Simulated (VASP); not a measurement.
# NaAu in VASP: electric field gradients with PBE

Aim: the electric field gradients of NaAu with PBE.

Everything below comes from runs of VASP 6.6.1. Logs are shortened: lines on timing, memory, paths and dates and some standing lists are left out, and cuts for length are marked.

### Step 1. The cell of the first run

The typed cell holds 2 atoms: a = 3.121 Å, b = 3.121 Å, c = 4.263 Å, α = 90.00°, β = 90.00°, γ = 90.00°.

### Step 2. Electric field gradients, PBE

INCAR

```
PREC = Accurate
ENCUT = 520
EDIFF = 1E-8
ISMEAR = -1
SIGMA = 0.15
LREAL = False
LASPH = True
NELM = 100
ALGO = Fast
ISIF = 2
LWAVE = False
LCHARG = False
GGA = PE
LEFG = True
NBANDS = 16
```

KPOINTS

```
Automatic mesh
0
Gamma
  14 14 10
```

POSCAR

```
NaAu
1.0
    2.2071444261     -2.2072902485      0.0000000000
    2.2071444261      2.2072902485      0.0000000000
    0.0000000000      0.0000000000      4.2632446750
Na Au
1 1
Direct
    0.5000000000      0.5000000000      0.5000000000
    0.0000000000      0.0000000000      0.0000000000
```

Potentials or basis: VASP PAW PBE potentials, release 64 (Na_pv, Au).

Started as:

```sh
$ cat potpaw_PBE.64/Na_pv/POTCAR potpaw_PBE.64/Au/POTCAR > POTCAR
$ mpirun -np 1 vasp_std > vasp.out
```

OUTCAR:

```text
PREC = Accurate
   ENCUT = 520
   EDIFF = 1E-8
   ISMEAR = -1
   LREAL = False
   LASPH = True
   NELM = 100
   ISIF = 2
   GGA = PE

 ion  position               nearest neighbor table
   1  0.500  0.500  0.500-   2 3.07   2 3.07   2 3.07   2 3.07   2 3.07   2 3.07   2 3.07   2 3.07

   2  0.000  0.000  0.000-   1 3.07   1 3.07   1 3.07   1 3.07   1 3.07   1 3.07   1 3.07   1 3.07

  LATTYP: Found a base centered orthorhombic cell.
 ALAT       =     4.4142888522
 B/A-ratio  =     1.0000660684
 C/A-ratio  =     0.9657828968

  Lattice vectors:

 A1 = (   2.2071444261,  -2.2072902485,   0.0000000000)
 A2 = (   2.2071444261,   2.2072902485,   0.0000000000)
 A3 = (   0.0000000000,   0.0000000000,   4.2632446750)

Analysis of symmetry for initial positions (statically):
=====================================================================
 Subroutine PRICEL returns:
 Original cell was already a primitive cell.

 Routine SETGRP: Setting up the symmetry group for a
 base centered orthorhombic supercell.

 Subroutine GETGRP returns: Found  8 space group operations
 (whereof  8 operations were pure point group operations)
 out of a pool of  8 trial point group operations.

The static configuration has the point symmetry D_2h.

Analysis of symmetry for dynamics (positions and initial velocities):
=====================================================================
 Subroutine PRICEL returns:
 Original cell was already a primitive cell.

 Routine SETGRP: Setting up the symmetry group for a
 base centered orthorhombic supercell.

 Subroutine GETGRP returns: Found  8 space group operations
 (whereof  8 operations were pure point group operations)
 out of a pool of  8 trial point group operations.

The dynamic configuration has the point symmetry D_2h.

 Subroutine INISYM returns: Found  8 space group operations
 (whereof  8 operations are pure point group operations),
 and found     1 'primitive' translations

----------------------------------------------------------------------------------------

                                     Primitive cell

  volume of cell :      41.5394

  direct lattice vectors                    reciprocal lattice vectors
     2.207144426 -2.207290249  0.000000000     0.226537056 -0.226522090  0.000000000
     2.207144426  2.207290249  0.000000000     0.226537056  0.226522090  0.000000000
     0.000000000  0.000000000  4.263244675     0.000000000  0.000000000  0.234563126

  length of vectors
     3.121476695  3.121476695  4.263244675     0.320361194  0.320361194  0.234563126

  position of ions in fractional coordinates (direct lattice)
     0.500000000  0.500000000  0.500000000
     0.000000000  0.000000000  0.000000000

  ion indices of the primitive-cell ions
   primitive index   ion index
                 1           1
                 2           2

----------------------------------------------------------------------------------------

 KPOINTS: Automatic mesh

Automatic generation of k-mesh.
 Grid dimensions read from file:
 generate k-points for:   14   14   10

 Generating k-lattice:

  Cartesian coordinates                     Fractional coordinates (reciprocal lattice)
     0.016181218 -0.016180149  0.000000000     0.071428571 -0.000000000  0.000000000
     0.016181218  0.016180149  0.000000000    -0.000000000  0.071428571  0.000000000
     0.000000000  0.000000000  0.023456313     0.000000000  0.000000000  0.100000000

  Length of vectors
     0.022882942  0.022882942  0.023456313

  Shift w.r.t. Gamma in fractional coordinates (k-lattice)
     0.000000000  0.000000000  0.000000000

 Subroutine IBZKPT returns following result:
 ===========================================

 Found    342 irreducible k-points:

 Following reciprocal coordinates:
            Coordinates               Weight
  0.000000  0.000000  0.000000      1.000000
  0.071429  0.000000  0.000000      4.000000
  0.142857  0.000000  0.000000      4.000000
  0.214286  0.000000  0.000000      4.000000
  0.285714  0.000000  0.000000      4.000000
  0.357143  0.000000  0.000000      4.000000
[... 16 lines left out ...]
  0.214286  0.142857  0.000000      4.000000
  0.285714  0.142857  0.000000      4.000000
 [... further k-points ...]
   k-points           NKPTS =    342   k-points in BZ     NKDIM =    342   number of bands    NBANDS=     16
   number of dos      NEDOS =    301   number of ions     NIONS =      2
   total plane-waves  NPLWV =  18432
   dimension x,y,z NGX =    24 NGY =   24 NGZ =   32
   dimension x,y,z NGXF=    48 NGYF=   48 NGZF=   64
   ions per type =               1   1
   NGX,Y,Z   is equivalent  to a cutoff of  12.78, 12.78, 12.48 a.u.
   NGXF,Y,Z  is equivalent  to a cutoff of  25.56, 25.56, 24.96 a.u.
 SYSTEM =  unknown system
   PREC   = accura    normal or accurate (medium, high low for compatibility)
   ISTART =      0    job   : 0-new  1-cont  2-samecut
   ICHARG =      2    charge: 1-file 2-atom 10-const
   ISPIN  =      1    spin polarized calculation?
   LNONCOLLINEAR =      F non collinear calculations
   LSORBIT =      F    spin-orbit coupling
   LASPH  =      T    aspherical Exc in radial PAW
   ENCUT  =  520.0 eV  38.22 Ry    6.18 a.u.   5.80  5.80  7.93*2*pi/ulx,y,z
   NELM   =    100;   NELMIN=  2; NELMDL= -5     # of ELM steps
   EDIFF  = 0.1E-07   stopping-criterion for ELM
   LREAL  =      F    real-space projection
   EDIFFG = 0.1E-06   stopping-criterion for IOM
   NSW    =      0    number of steps for IOM
   IBRION =     -1    ionic relax: 0-MD 1-quasi-New 2-CG
   NFREE  =      0    steps in history (QN), initial steepest desc. (CG)
   ISIF   =      2    stress and relaxation
   ISYM   =      2    0-nonsym 1-usesym 2-fastsym
   POTIM  = 0.5000    time-step for ionic-motion
   TEBEG  =    0.0;   TEEND  =   0.0 temperature during run
   PSTRESS=    0.0 pullay stress
   NELECT =      18.0000    total number of electrons
   NUPDOWN=      -1.0000    fix difference up-down
   EMIN   =  10.00;   EMAX   =-10.00  energy-range for DOS
   EFERMI =   0.00;   METHOD = LEGACY
   ISMEAR =    -1;   SIGMA  =   0.15  broadening in eV -4-tet -1-fermi 0-gaus
   EFERMI_NEDOS =   21; number of points for ismear=-14 and -15
   IALGO  =     68    algorithm
   IMIX   =      4    mixing-type and parameters
     AMIX     =   0.40;   BMIX     =  1.00
     AMIX_MAG =   1.60;   BMIX_MAG =  1.00
  volume/ion in A,a.u.               =      20.77       140.16
  Fermi-wavevector in a.u.,A,eV,Ry     =   1.238831  2.341052 20.880903  1.534703
  Thomas-Fermi vector in A             =   2.373340
   LORBIT       =      0    0 simple, 1 ext, 2 COOP (PROOUT), +10 PAW based schemes
   GGA     = PE    functional components
   LHFCALC =     F    Hartree Fock is set to
   AEXX    =    0.0000 exact exchange contribution
   IVDW    =     0    specifies the selected vdW correction
   LEPSILON=     F    determine dielectric tensor
   LRPA    =     F    only Hartree local field effects (RPA)
 non-spin polarized calculation
 RMM-DIIS sequential band-by-band and
  energy-cutoff  :      520.00
  volume of cell :       41.54
 maximum number of plane-waves:      1136
   NGX = 11   NGY = 11   NGZ = 15

 number of electron      18.0000007 magnetization

 Free energy of the ion-electron system (eV)
  ---------------------------------------------------
  ext. energy  EPLUGINS =         0.00000000
  ---------------------------------------------------
  free energy    TOTEN  =        -5.07431341 eV

  energy without entropy =       -5.03557128  energy(sigma->0) =       -5.05494235

 E-fermi :   4.2090     XC(G=0):  -9.8105

 val. band max:        4.1946826561   @ k =   0.2143   0.2143   0.5000
 cond. band min:       4.2181831739   @ k =   0.5000   0.1429   0.4000
 fundamental gap:      0.0235005178
 Fermi energy:         4.2090035587

 k-point     1 :       0.0000    0.0000    0.0000
  band No.  band energies     occupation
      1     -19.6851      2.00000
      2     -19.6851      2.00000
      3     -19.6771      2.00000
      4      -2.2367      2.00000
      5      -0.4607      2.00000
      6      -0.2026      2.00000
[... 8 lines left out ...]
     15      18.1988      0.00000
     16      20.1491      0.00000

 k-point     2 :       0.0714    0.0000    0.0000
  band No.  band energies     occupation
      1     -19.6909      2.00000
      2     -19.6846      2.00000
      3     -19.6765      2.00000
      4      -2.1415      2.00000
      5      -0.4185      2.00000
      6      -0.1744      2.00000
[... 8 lines left out ...]
     15      18.8879      0.00000
     16      19.8770      0.00000

 k-point     3 :       0.1429    0.0000    0.0000
  band No.  band energies     occupation
      1     -19.7072      2.00000
      2     -19.6832      2.00000
      3     -19.6748      2.00000
      4      -1.8702      2.00000
      5      -0.3050      2.00000
      6      -0.0738      2.00000
[... 8 lines left out ...]
     15      19.0331      0.00000
     16      20.5405      0.00000

 k-point     4 :       0.2143    0.0000    0.0000
  band No.  band energies     occupation
      1     -19.7306      2.00000
      2     -19.6812      2.00000
      3     -19.6723      2.00000
      4      -1.4741      2.00000
      5      -0.1665      2.00000
      6       0.1645      2.00000
[... 8 lines left out ...]
     15      17.9219      0.00000
     16      19.9723      0.00000
[... 324 lines left out ...]
 k-point    22 :       0.1429    0.1429    0.0000
  band No.  band energies     occupation
      1     -19.7066      2.00000
      2     -19.7033      2.00000
      3     -19.6724      2.00000
      4      -1.4889      2.00000
      5      -0.1202      2.00000
      6       0.0008      2.00000
[... 8 lines left out ...]
     15      19.0255      0.00000
     16      19.8025      0.00000

 k-point    23 :       0.2143    0.1429    0.0000
  band No.  band energies     occupation
      1     -19.7282      2.00000
      2     -19.7024      2.00000
      3     -19.6698      2.00000
      4      -1.0778      2.00000
      5       0.0152      2.00000
      6       0.2058      2.00000
[... 8 lines left out ...]
     15      18.1356      0.00000
     16      19.6522      0.00000

 k-point    24 :       0.2857    0.1429    0.0000
  band No.  band energies     occupation
      1     -19.7536      2.00000
      2     -19.6999      2.00000
      3     -19.6670      2.00000
      4      -0.6526      2.00000
      5       0.1042      2.00000
      6       0.4732      2.00000
[... 8 lines left out ...]
     15      16.9958      0.00000
     16      19.2188      0.00000

 [... further k-points ...]

------------------------ aborting loop because EDIFF is reached ----------------------------------------

  FORCE on cell =-STRESS in cart. coord.  units (eV):
  Direction    XX          YY          ZZ          XY          YZ          ZX
  --------------------------------------------------------------------------------------
  -------------------------------------------------------------------------------------
  Total        0.0065376      0.0059507     -0.0163297     -0.0000000      0.0000000      0.0000000
  in kB        0.2521545      0.2295189     -0.6298354     -0.0000000      0.0000000      0.0000000
  external PRESSURE =      -0.0493873 kB  Pullay stress =       0.0000000 kB

 VOLUME and BASIS-vectors are now :
 -----------------------------------------------------------------------------
  energy-cutoff  :      520.00
  volume of cell :       41.54
      direct lattice vectors                 reciprocal lattice vectors
     2.207144426 -2.207290249  0.000000000     0.226537056 -0.226522090  0.000000000
     2.207144426  2.207290249  0.000000000     0.226537056  0.226522090  0.000000000
     0.000000000  0.000000000  4.263244675     0.000000000  0.000000000  0.234563126

 POSITION                                       TOTAL-FORCE (eV/Angst)
 -----------------------------------------------------------------------------------
      2.20714      0.00000      2.13162        -0.000000      0.000000      0.000000
      0.00000      0.00000      0.00000         0.000000      0.000000      0.000000
 -----------------------------------------------------------------------------------
    total drift:                                0.000000      0.000000     -0.000000

  FREE ENERGIE OF THE ION-ELECTRON SYSTEM (eV)
  ---------------------------------------------------
  free  energy   TOTEN  =        -5.0743134144 eV

  energy  without entropy=       -5.0355712785  energy(sigma->0) =       -5.05494235

 Electric field gradients (V/A^2)
---------------------------------------------------------------------
 ion       V_xx      V_yy      V_zz      V_xy      V_xz      V_yz
---------------------------------------------------------------------
   1       5.250     5.253   -10.503     0.000    -0.000    -0.000
   2     -77.266   -77.289   154.555     0.000    -0.000    -0.000
---------------------------------------------------------------------

 Electric field gradients after diagonalization (V/A^2)
 (convention: |V_zz| > |V_xx| > |V_yy|)
----------------------------------------------------------------------
 ion       V_xx      V_yy      V_zz     asymmetry (V_yy - V_xx)/ V_zz
----------------------------------------------------------------------
   1       5.253     5.250   -10.503       0.000
   2     -77.289   -77.266   154.555       0.000
----------------------------------------------------------------------

           NMR quadrupolar parameters

 Cq : quadrupolar parameter    Cq=e*Q*V_zz/h
 eta: asymmetry parameters     (V_yy - V_xx)/ V_zz
 Q  : nuclear electric quadrupole moment in mb (millibarn)
----------------------------------------------------------------------
 ion       Cq(MHz)       eta       Q (mb)
----------------------------------------------------------------------
   1      -0.025       0.000       1.000
   2       0.374       0.000       1.000
----------------------------------------------------------------------
```

Wall time 6.2 min (1 thread of Oxide Virtual Turin-like, shared host); peak memory 0.28 GiB.

What came out:

| Property | Result |
| --- | --- |
| Free energy | -5.0743 eV |
| Pressure | 0.0 GPa |
| Band gap on the k mesh | zero (bands 9 and 10 overlap by 5.49 eV) |
| Largest electric field gradient by atom | Na -10.5; Au +154.6 V/Å² |

Electric field gradients, principal values (V/Å²):
```
atom    least   middle  greatest (by size)
1 Na    5.250    5.253             -10.503
2 Au  -77.266  -77.289             154.555
```

Caveat: without QUAD_EFG the Cq values of the log hold for a quadrupole moment of 1 mb, not for the nuclei; spin-orbit coupling is left out, which moves the levels of the heavy elements.

The gap in the log of VASP goes by the Fermi energy; the results here count the filled bands.